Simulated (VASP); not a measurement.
Input of a VASP 6.6.1 run:

The input INCAR:

```
PREC = Accurate ; ENCUT = 520
EDIFF = 1E-6 ; ISMEAR = 0
SIGMA = 0.15 ; LREAL = F
LASPH = T ; NELM = 80
ALGO = Normal ; ISIF = 2
LWAVE = F ; LCHARG = F
GGA = PS ; NBANDS = 11
```

KPOINTS

```
Automatic mesh
0
Gamma
  20 20 20
```

File POSCAR:

```
Pd
1.0
    0.0000000000      2.1004920000      1.7893080000
    2.1004920000      0.0000000000      1.7893080000
    2.1004920000      2.1004920000      0.0000000000
Pd
1
Direct
    0.0000000000      0.0000000000      0.0000000000
```

Potentials or basis: VASP PAW PBE potentials, release 64 (Pd).

The run is started by

```sh
$ cat potpaw_PBE.64/Pd/POTCAR > POTCAR
$ mpirun -np 1 vasp_std > vasp.out
```

Task: What does it give for the pressure?

Result: -12.9 GPa.

Task: Predict the band gap on the k mesh.

Result: Zero (bands 5 and 6 overlap by 1.55 eV).

Stress tensor (GPa, compression positive):
```
-13.94   0.00   0.00
  0.00 -13.94   0.00
  0.00   0.00 -10.73
```

Caveat: the cell differs from its parent crystal (strain +0.080 along x and y, -0.080 along z); the cell stands under tension; the PAW data sets were made with another functional, which shifts forces and pressure a little.
